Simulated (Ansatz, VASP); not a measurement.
# Pt: VASP beside Ansatz

INCAR

```
SYSTEM = Pt
PREC = Accurate
ENCUT = 520
EDIFF = 1E-7
ISMEAR = 0
SIGMA = 0.15
LREAL = .FALSE.
LASPH = .TRUE.
NELM = 60
ALGO = Fast
ISIF = 2
LWAVE = .FALSE.
LCHARG = .FALSE.
GGA = PE
NBANDS = 17
```

The input KPOINTS:

```
Automatic mesh
0
G
  18 18 10
  0 0 0
```

The input POSCAR:

```
Pt
1.0
    2.3447586725      0.0000000000      0.0000000000
   -1.1723793363      2.1500688453      0.0000000000
    0.0000000000      0.0000000000      4.7813829983
Pt
2
Direct
    0.6666666667      0.3333333333      0.7500000000
    0.3333333333      0.6666666667      0.2500000000
```

Input for Ansatz:

```yaml
crystal:
  lattice:
    - [2.3447586725, 0.0, 0.0]
    - [-1.1723793363, 2.1500688453, 0.0]
    - [0.0, 0.0, 4.7813829983]
  atoms:
    - { symbol: Pt, position: [0.6666666667, 0.3333333333, 0.75] }
    - { symbol: Pt, position: [0.3333333333, 0.6666666667, 0.25] }
basis:
  ecutwfc: 420
kpoints:
  mp_grid: { grid: [18, 18, 10] }
hamiltonian:
  xc: pbe
scf:
  occupations: { method: gaussian, width: 0.15 }
output:
  forces: true
  stress: true
  eigenvalues: true
```

Change from the starting cell: normal strain along x -0.1500, normal strain along y -0.1000.

Alike in both runs: task single point; functional PBE; k mesh 18 × 18 × 10; occupations gaussian, width 0.15 eV; no spin polarisation.

|  | VASP | Ansatz |
| --- | --- | --- |
| version | VASP 6.6.1 | Ansatz 0.2.0 |
| potentials or method | VASP PAW PBE potentials, release 64 (Pt), cutoff 520 eV | scalar-relativistic, plane waves, PAW |
| valence electrons in the cell | 20 | 36 |

|  | VASP | Ansatz | Ansatz less VASP |
| --- | --- | --- | --- |
| gap on the k mesh at the Fermi level (eV) | none | none | - |
| pressure (GPa) | 158.2 | 158.5 | +0.27 |
| traceless stress, the component that is largest in VASP (GPa) | -91.78 | -92.25 | -0.464 |
| rms of the force components (eV/Å) | 0.006 | 0.004 | -0.0020 |

Atom by atom the forces differ by 0.002 eV/Å (rms over components). A gap of «none» marks a metal or a gap that the smearing closes. Both programs put the cell under a high pressure, so it lies far from rest at this level. VASP's potentials hold 20 valence electrons a cell and Ansatz's 36, so a difference there can come from the potentials and not from the codes.

Spin-orbit coupling is off throughout. Noted on VASP's run: the cell as given lies far from equilibrium.
